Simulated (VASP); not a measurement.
# SnO in VASP: notebook, part 2 of 2

VASP 6.6.1.

## 3. Single point, PBE (uniaxial x strain +5.9%)

The input, INCAR:

```
  ALGO = Normal
  EDIFF = 1E-6
  ENCUT = 600
  GGA = PE
  GGA_COMPAT = F
  ISIF = 2
  ISMEAR = -1
  LASPH = T
  LCHARG = F
  LREAL = F
  LWAVE = F
  NBANDS = 28
  NELM = 120
  PREC = Accurate
  SIGMA = 0.02
```

The input, KPOINTS:

```
k-points
0
Gamma
  6 6 6
```

The input, POSCAR:

```
SnO
1.0
    4.0167943881      0.0000000000      0.0000000000
    0.0000000000      3.7926488416      0.0000000000
    0.0000000000      0.0000000000      4.7582137882
Sn O
2 2
Direct
    0.5000000000      0.0000000000      0.2334965399
    0.0000000000      0.5000000000      0.7665034601
    0.0000000000      0.0000000000      0.0096912188
    0.5000000000      0.5000000000     -0.0096912188
```

Potentials or basis: VASP PAW PBE potentials, release 64 (Sn_d, O).

The run is started by

```sh
cat potpaw_PBE.64/Sn_d/POTCAR potpaw_PBE.64/O/POTCAR > POTCAR
mpirun -np 1 vasp_std > vasp.out
```

OUTCAR:

```text
EDIFF = 1E-6
   ENCUT = 600
   GGA = PE
   ISIF = 2
   ISMEAR = -1
   LASPH = T
   LREAL = F
   NELM = 120
   PREC = Accurate

 ion  position               nearest neighbor table
   1  0.500  0.000  0.233-   4 2.22   4 2.22   3 2.27   3 2.27   2 3.55   2 3.55   2 3.55   2 3.55
                             2 3.75   2 3.75   2 3.75   2 3.75
   2  0.000  0.500  0.767-   3 2.22   3 2.22   4 2.27   4 2.27   1 3.55   1 3.55   1 3.55   1 3.55
                             1 3.75   1 3.75   1 3.75   1 3.75
   3  0.000  0.000  0.010-   2 2.22   2 2.22   1 2.27   1 2.27
   4  0.500  0.500  0.990-   1 2.22   1 2.22   2 2.27   2 2.27

  LATTYP: Found a simple orthorhombic cell.
 ALAT       =     3.7926488416
 B/A-ratio  =     1.0591000000
 C/A-ratio  =     1.2545885440

  Lattice vectors:

 A1 = (   0.0000000000,  -3.7926488416,   0.0000000000)
 A2 = (   4.0167943881,   0.0000000000,   0.0000000000)
 A3 = (   0.0000000000,   0.0000000000,   4.7582137882)

Analysis of symmetry for initial positions (statically):
=====================================================================
 Subroutine PRICEL returns:
 Original cell was already a primitive cell.

 Routine SETGRP: Setting up the symmetry group for a
 simple orthorhombic supercell.

 Subroutine GETGRP returns: Found  8 space group operations
 (whereof  4 operations were pure point group operations)
 out of a pool of  8 trial point group operations.

The static configuration has the point symmetry C_2v.
 The point group associated with its full space group is D_2h.

Analysis of symmetry for dynamics (positions and initial velocities):
=====================================================================
 Subroutine PRICEL returns:
 Original cell was already a primitive cell.

 Routine SETGRP: Setting up the symmetry group for a
[... 126 lines left out ...]
   ISMEAR =    -1;   SIGMA  =   0.02  broadening in eV -4-tet -1-fermi 0-gaus
   EFERMI_NEDOS =   21; number of points for ismear=-14 and -15
   IALGO  =     38    algorithm
   IMIX   =      4    mixing-type and parameters
     AMIX     =   0.40;   BMIX     =  1.00
     AMIX_MAG =   1.60;   BMIX_MAG =  1.00
  volume/ion in A,a.u.               =      18.12       122.29
  Fermi-wavevector in a.u.,A,eV,Ry     =   1.342784  2.537493 24.532235  1.803068
  Thomas-Fermi vector in A             =   2.470910
   LORBIT       =      0    0 simple, 1 ext, 2 COOP (PROOUT), +10 PAW based schemes
   GGA     = PE    functional components
   LHFCALC =     F    Hartree Fock is set to
   AEXX    =    0.0000 exact exchange contribution
   IVDW    =     0    specifies the selected vdW correction
   LEPSILON=     F    determine dielectric tensor
   LRPA    =     F    only Hartree local field effects (RPA)
 non-spin polarized calculation
  energy-cutoff  :      600.00
  volume of cell :       72.49
 maximum number of plane-waves:      2446
   NGX = 17   NGY = 15   NGZ = 19

 number of electron      40.0000015 magnetization

 Free energy of the ion-electron system (eV)
  ---------------------------------------------------
  ext. energy  EPLUGINS =         0.00000000
  ---------------------------------------------------
  free energy    TOTEN  =       -22.68586573 eV

  energy without entropy =      -22.68586551  energy(sigma->0) =      -22.68586562

 E-fermi :   6.7686     XC(G=0): -10.0824

 val. band max:        6.5565454712   @ k =   0.0000   0.1667   0.0000
 cond. band min:       6.9805316386   @ k =   0.5000   0.5000   0.0000
 fundamental gap:      0.4239861674
 Fermi energy:         6.7685883773

 k-point     1 :       0.0000    0.0000    0.0000
  band No.  band energies     occupation
      1     -15.2009      2.00000
      2     -14.8050      2.00000
      3     -14.7994      2.00000
      4     -14.7846      2.00000
      5     -14.7597      2.00000
      6     -14.7591      2.00000
[... 733 lines left out ...]
     27      15.1842      0.00000
     28      15.1842      0.00000

 [... further k-points ...]

------------------------ aborting loop because EDIFF is reached ----------------------------------------

  FORCE on cell =-STRESS in cart. coord.  units (eV):
  Direction    XX          YY          ZZ          XY          YZ          ZX
  --------------------------------------------------------------------------------------
  -------------------------------------------------------------------------------------
  Total        0.0017338      0.5281786      1.6159641      0.0000000      0.0000000      0.0000000
  in kB        0.0383212     11.6741474     35.7170939      0.0000000      0.0000000      0.0000000
  external PRESSURE =      15.8098541 kB  Pullay stress =       0.0000000 kB

 VOLUME and BASIS-vectors are now :
 -----------------------------------------------------------------------------
  energy-cutoff  :      600.00
  volume of cell :       72.49
      direct lattice vectors                 reciprocal lattice vectors
     4.016794388  0.000000000  0.000000000     0.248954739  0.000000000  0.000000000
     0.000000000  3.792648842  0.000000000     0.000000000  0.263667964  0.000000000
     0.000000000  0.000000000  4.758213788     0.000000000  0.000000000  0.210162898

 POSITION                                       TOTAL-FORCE (eV/Angst)
 -----------------------------------------------------------------------------------
      2.00840      0.00000      1.11103         0.000000      0.000000      0.512680
      0.00000      1.89632      3.64719         0.000000      0.000000     -0.512680
      0.00000      0.00000      0.04611         0.000000      0.000000      0.068903
      2.00840      1.89632      4.71210         0.000000      0.000000     -0.068903
 -----------------------------------------------------------------------------------
    total drift:                                0.000000      0.000000      0.000000

  FREE ENERGIE OF THE ION-ELECTRON SYSTEM (eV)
  ---------------------------------------------------
  free  energy   TOTEN  =       -22.6858657256 eV

  energy  without entropy=      -22.6858655106  energy(sigma->0) =      -22.68586562
```

stdout:

```text
POSCAR found type information on POSCAR SnO
 POSCAR found :  2 types and       4 ions
 scaLAPACK will be used
 LDA part: xc-table for (Slater+PW92), standard interpolation
 POSCAR, INCAR and KPOINTS ok, starting setup
 FFT: planning ... GRIDC
 FFT: planning ... GRID_SOFT
 FFT: planning ... GRID
 WAVECAR not read
 entering main loop
```

It took 2 min on 1 thread of AMD EPYC 9R45 (Zen 5), shared host; peak memory 0.24 GiB.

What came out:

| Quantity | Value |
| --- | --- |
| Free energy | -22.6859 eV |
| Pressure | 1.6 GPa |
| Largest force | 0.513 eV/Å |
| Band gap on the k mesh | 0.42 eV (least direct gap 1.96 eV) |

Forces on the atoms (eV/Å):
```
Sn   0.000  0.000  0.513
Sn   0.000  0.000 -0.513
O    0.000  0.000  0.069
O    0.000  0.000 -0.069
```

Stress tensor (GPa, compression positive):
```
0.00 0.00 0.00
0.00 1.17 0.00
0.00 0.00 3.57
```

Levels at points of the mesh, in eV from the valence-band top:
| k point | band 18 | band 19 | band 20 | band 21 | band 22 | band 23 |
| --- | --- | --- | --- | --- | --- | --- |
| (0.00, 0.00, 0.00) | -3.13 | -3.01 | -0.11 | 2.03 | 4.45 | 4.51 |
| (0.50, 0.00, 0.00) | -4.50 | -2.35 | -2.35 | 3.52 | 3.52 | 5.65 |
| (0.00, 0.50, 0.00) | -4.63 | -2.20 | -2.20 | 3.21 | 3.21 | 5.74 |
| (0.50, 0.50, 0.00) | -2.43 | -1.56 | -1.56 | 0.42 | 0.42 | 4.88 |
| (0.00, 0.00, 0.50) | -3.03 | -2.86 | -1.64 | 1.50 | 2.75 | 3.48 |
| (0.50, 0.00, 0.50) | -4.51 | -1.39 | -1.39 | 2.68 | 2.68 | 5.66 |
| (0.00, 0.50, 0.50) | -4.65 | -1.41 | -1.41 | 2.86 | 2.86 | 5.26 |
| (0.50, 0.50, 0.50) | -2.52 | -2.31 | -2.31 | 2.73 | 2.73 | 4.23 |

Caveat: the cell differs from its parent crystal (uniaxial x strain +5.9%); spin-orbit coupling is left out, which moves the levels of the heavy elements. A k mesh can miss the band edges.

## 4. Single point, r2SCAN (uniaxial x strain +5.9%)

POSCAR is that of step 3.

The input, INCAR.step1:

```
PREC     = Accurate       # precision mode
ENCUT    = 660            # plane-wave cutoff, eV
ISMEAR   = 0              # smearing method
SIGMA    = 0.01           # smearing width, eV
LREAL    = False          # projectors in reciprocal space
LASPH    = True           # aspherical terms in the spheres
NELM     = 120            # most SCF steps
NBANDS   = 28             # bands
GGA      = PE             # functional
ALGO     = Normal         # electronic algorithm
EDIFF    = 1E-5           # SCF threshold, eV
LWAVE    = True           # write WAVECAR
LCHARG   = False          # write CHGCAR
GGA_COMPAT= False
```

The input, INCAR.step2:

```
PREC     = Accurate       # precision mode
ENCUT    = 660            # plane-wave cutoff, eV
EDIFF    = 1E-6           # SCF threshold, eV
ISMEAR   = 0              # smearing method
SIGMA    = 0.01           # smearing width, eV
LREAL    = False          # projectors in reciprocal space
LASPH    = True           # aspherical terms in the spheres
NELM     = 120            # most SCF steps
ALGO     = Normal         # electronic algorithm
ISIF     = 2              # what is computed and relaxed
LWAVE    = False          # write WAVECAR
LCHARG   = False          # write CHGCAR
METAGGA  = R2SCAN         # meta-GGA
LMIXTAU  = True         
NBANDS   = 28             # bands
ISTART   = 1            
GGA_COMPAT= False
```

The input, KPOINTS:

```
Automatic mesh
0
Gamma
  6 6 6
```

The run is started by

```sh
cat potpaw_PBE.64/Sn_d/POTCAR potpaw_PBE.64/O/POTCAR > POTCAR
cp INCAR.step1 INCAR
mpirun -np 1 vasp_std > vasp.out
cp INCAR.step2 INCAR
mpirun -np 1 vasp_std > vasp.out
```

Wall time 7.1 min (1 thread of AMD EPYC 9R45 (Zen 5), shared host); peak memory 0.28 GiB.

The run converged. Its results:

```
Free energy            : -66.8691 eV
Pressure               : -2.1 GPa
Largest force          : 0.112 eV/Å
Band gap on the k mesh : 0.62 eV (least direct gap 2.28 eV)
```

Forces on the atoms (eV/Å):
```
Sn   0.000  0.000  0.112
Sn   0.000  0.000 -0.112
O    0.000  0.000  0.012
O    0.000  0.000 -0.012
```

Stress tensor (GPa, compression positive):
```
-4.09  0.00  0.00
 0.00 -3.11  0.00
 0.00  0.00  0.88
```

Levels at points of the mesh, in eV from the valence-band top:
```tsv
k point	band 16	band 17	band 18	band 19	band 20	band 21	band 22	band 23	band 24	band 25
(0.00, 0.00, 0.00)	-6.13	-3.48	-3.43	-3.31	-0.06	2.39	4.70	4.81	5.49	6.09
(0.50, 0.00, 0.00)	-4.87	-4.80	-4.80	-2.53	-2.53	3.89	3.89	6.05	6.05	6.51
(0.00, 0.50, 0.00)	-5.00	-4.93	-4.93	-2.36	-2.36	3.55	3.55	6.09	6.09	6.50
(0.50, 0.50, 0.00)	-4.97	-2.72	-2.72	-1.70	-1.70	0.62	0.62	5.26	5.26	7.98
(0.00, 0.00, 0.50)	-3.66	-3.44	-3.33	-2.83	-1.86	1.84	2.97	3.65	3.78	8.50
(0.50, 0.00, 0.50)	-5.27	-4.83	-4.83	-1.57	-1.57	2.96	2.96	5.99	5.99	7.03
(0.00, 0.50, 0.50)	-5.54	-4.96	-4.96	-1.58	-1.58	3.15	3.15	5.58	5.58	7.04
(0.50, 0.50, 0.50)	-5.43	-2.77	-2.77	-2.50	-2.50	2.94	2.94	4.64	4.64	5.96
```

Caveat: the cell differs from its parent crystal (uniaxial x strain +5.9%); the PAW data sets were made with another functional, which shifts forces and pressure a little; spin-orbit coupling is left out, which moves the levels of the heavy elements.

## 5. Single point, HSE06 (strain -5.5%)

The input, POSCAR:

```
SnO
1.0
    3.5855702148      0.0000000000      0.0000000000
    0.0000000000      3.5855702148      0.0000000000
    0.0000000000      0.0000000000      4.4984153154
Sn O
2 2
Direct
    0.5000000000      0.0000000000      0.2654950255
    0.0000000000      0.5000000000      0.7345049745
    0.0000000000      0.0000000000      0.0000000000
    0.5000000000      0.5000000000      0.0000000000
```

The input, INCAR.step1:

```
SYSTEM = SnO
  PREC = Accurate
  ENCUT = 520
  EDIFF = 1E-5
  ISMEAR = -1
  SIGMA = 0.02
  LREAL = .False.
  LASPH = .True.
  NELM = 100
  ALGO = Normal
  ISIF = 2
  LWAVE = .True.
  LCHARG = .False.
  GGA = PE
  NBANDS = 28
  KPAR = 4
```

The input, INCAR.step2:

```
SYSTEM = SnO
  PREC = Accurate
  ENCUT = 520
  EDIFF = 1E-6
  ISMEAR = -1
  SIGMA = 0.02
  LREAL = .False.
  LASPH = .True.
  NELM = 100
  ALGO = Normal
  ISIF = 2
  LWAVE = .False.
  LCHARG = .False.
  GGA = PE
  LHFCALC = .True.
  HFSCREEN = 0.2079
  PRECFOCK = Normal
  ISTART = 1
  NBANDS = 28
  KPAR = 4
```

The input, KPOINTS:

```
Automatic mesh
0
Gamma
  4 4 4
  0 0 0
```

The run is started by

```sh
cat potpaw_PBE.64/Sn_d/POTCAR potpaw_PBE.64/O/POTCAR > POTCAR
cp INCAR.step1 INCAR
mpirun -np 4 vasp_std > vasp.out
cp INCAR.step2 INCAR
mpirun -np 4 vasp_std > vasp.out
```

It took 25 min on 4 MPI ranks of Intel Xeon Platinum 8375C at 2.90GHz (Ice Lake), shared host; peak memory 0.29 GiB.

Results (log left out):

| Quantity | Value |
| --- | --- |
| Free energy | -27.5567 eV |
| Pressure | 14.2 GPa |
| Largest force | 0.038 eV/Å |
| Band gap on the k mesh | zero (bands 20 and 21 overlap by 1.88 eV) |

Forces on the atoms (eV/Å):
```
Sn   0.000  0.000  0.038
Sn   0.000  0.000 -0.038
O    0.000  0.000  0.000
O    0.000  0.000  0.000
```

Stress tensor (GPa, compression positive):
```
17.20  0.00  0.00
 0.00 17.20  0.00
 0.00  0.00  8.14
```

Levels at points of the mesh, in eV from the Fermi level:
```
           k point  band 17  band 18  band 19  band 20  band 21  band 22  band 23  band 24
(0.00, 0.00, 0.00)    -5.37    -4.66    -4.66     0.71     3.84     4.55     4.55     6.01
(0.50, 0.00, 0.00)    -6.82    -6.82    -4.66    -4.66     4.41     4.41     6.66     6.66
(0.50, 0.50, 0.00)    -3.91    -3.91    -2.93    -2.93    -1.17    -1.17     4.62     4.62
(0.00, 0.00, 0.50)    -4.68    -4.68    -4.14    -2.11     2.45     2.45     2.85     4.09
(0.50, 0.00, 0.50)    -6.76    -6.76    -3.05    -3.05     3.54     3.54     5.82     5.82
(0.50, 0.50, 0.50)    -4.20    -4.20    -3.91    -3.91     1.74     1.74     5.44     5.44
```

Caveat: the k points lie up to 0.44 Å⁻¹ apart, too coarse for converged energies and pressures of a metal; the cell differs from its parent crystal (strain -5.5%); the PAW data sets were made with another functional, which shifts forces and pressure a little; spin-orbit coupling is left out, which moves the levels of the heavy elements.

## 6. Summary

| level | cell | k mesh | cutoff (eV) | smearing | grid for exact exchange (PRECFOCK) | share of exact exchange | screening parameter | gap on the mesh (eV) | pressure (GPa) | largest force (eV/Å) |
| --- | --- | --- | --- | --- | --- | --- | --- | --- | --- | --- |
| r2SCAN | a = 3.586, b = 3.586, c = 4.498 Å, 4 atoms, strain -5.5% | 6 × 6 × 6 | 660 | fermi-dirac 0.02 eV | - | - | - | none | 15.9 | 0.14 |
| PBE | a = 4.017, b = 3.793, c = 4.758 Å, 4 atoms, uniaxial x strain +5.9% | 6 × 6 × 6 | 600 | fermi-dirac 0.02 eV | - | - | - | 0.42 | 1.6 | 0.51 |
| r2SCAN | a = 4.017, b = 3.793, c = 4.758 Å, 4 atoms, uniaxial x strain +5.9% | 6 × 6 × 6 | 660 | gaussian 0.01 eV | - | - | - | 0.62 | -2.1 | 0.11 |
| HSE06 | a = 3.586, b = 3.586, c = 4.498 Å, 4 atoms, strain -5.5% | 4 × 4 × 4 | 520 | fermi-dirac 0.02 eV | Normal | 0.25 | 0.2079 1/Å | none | 14.2 | 0.04 |

Alike in all rows: task single point; potentials or basis VASP PAW PBE potentials, release 64 (Sn_d, O); no spin polarisation.

Caveats: some runs use coarse meshes; spin-orbit coupling is left out, which moves the levels of the heavy elements; the PAW data sets were made with another functional, which shifts forces and pressure a little (at least some runs); the cell stands under pressure (at least some runs).

Total energies depend on the potentials used, so only differences within one code and one set of settings carry meaning.
